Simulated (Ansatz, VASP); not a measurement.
# One calculation of MgO, two programs

INCAR

```
SYSTEM = MgO
PREC     = Accurate       ! precision mode
ENCUT    = 520            ! plane-wave cutoff, eV
EDIFF    = 1E-6           ! SCF threshold, eV
ISMEAR   = 0              ! smearing method
SIGMA    = 0.02           ! smearing width, eV
LREAL    = .FALSE.        ! projectors in reciprocal space
LASPH    = .TRUE.         ! aspherical terms in the spheres
NELM     = 80             ! most SCF steps
ALGO     = Normal         ! electronic algorithm
ISIF     = 2              ! what is computed and relaxed
LWAVE    = .FALSE.        ! write WAVECAR
LCHARG   = .FALSE.        ! write CHGCAR
GGA      = PS             ! functional
NBANDS   = 11             ! bands
```

KPOINTS

```
Automatic mesh
0
G
  10 10 10
  0 0 0
```

POSCAR

```
MgO
1.0
    0.0000000000      2.1085000000      2.1085000000
    2.1085000000      0.0000000000      2.1085000000
    2.1085000000      2.1085000000      0.0000000000
Mg O
1 1
Direct
    0.0000000000      0.0000000000      0.0000000000
    0.5000000000      0.5000000000      0.5000000000
```

Input for Ansatz:

```yaml
crystal:
  lattice:
    - [0.0, 2.1085, 2.1085]
    - [2.1085, 0.0, 2.1085]
    - [2.1085, 2.1085, 0.0]
  atoms:
    - { symbol: Mg, position: [0.0, 0.0, 0.0] }
    - { symbol: O, position: [0.5, 0.5, 0.5] }
basis:
  ecutwfc: 420
kpoints:
  mp_grid: { grid: [10, 10, 10] }
hamiltonian:
  xc: pbesol
scf:
  occupations: { method: gaussian, width: 0.02 }
output:
  forces: true
  stress: true
  eigenvalues: true
  populations: true
```

Alike in both runs: task single point; functional PBEsol; k mesh 10 × 10 × 10; occupations gaussian, width 0.02 eV; no spin polarisation.

```csv
,VASP,Ansatz
version,VASP 6.6.1,Ansatz 0.2.0
potentials or method,"VASP PAW PBE potentials, release 64 (Mg, O), cutoff 520 eV","scalar-relativistic, plane waves, PAW"
valence electrons in the cell,8,16
```

Ansatz gave:

```
gap on the k mesh at the Fermi level (eV) : 4.60
least direct gap on the mesh (eV)         : 4.60
pressure (GPa)                            : -0.3
```

**Question.** What did VASP give for the same quantities?

**Answer.** gap on the k mesh at the Fermi level (eV): 4.60; least direct gap on the mesh (eV): 4.60; pressure (GPa): -0.8.

VASP's potentials were made for PBE, not for PBEsol. VASP's potentials hold 8 valence electrons a cell and Ansatz's 16, so a difference there can come from the potentials and not from the codes.
